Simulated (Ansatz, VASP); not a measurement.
# Zn: VASP beside Ansatz

```
Zn
1.0
     2.57459    0.00000    0.00000
    -1.28729    2.22966    0.00000
     0.00000    0.00000   20.71360
Zn
3
Direct
  0.00000 0.00000 0.38802
  0.33333 0.66667 0.50000
  0.00000 0.00000 0.61198
```

Alike in both runs: functional LDA; k mesh 16 × 16 × 1; occupations fermi-dirac, width 0.1 eV; no spin polarisation.

Ansatz relaxed the structure, and its values are those at the end. VASP's run is a single point on that final structure, the one shown.

```csv
,VASP,Ansatz
version,VASP 6.6.1,Ansatz 0.2.0
potentials or method,"VASP PAW LDA potentials, release 64 (Zn), cutoff 520 eV","all-electron LAPW, scalar-relativistic"
```

```csv
,VASP,Ansatz,Ansatz less VASP
rms of the force components (eV/Å),0.010,0.001,-0.0092
```

LDA's correlation is that of Perdew and Zunger in VASP and of Perdew and Wang (1992) in Ansatz. Ansatz ran all-electron here, and VASP with PAW potentials.
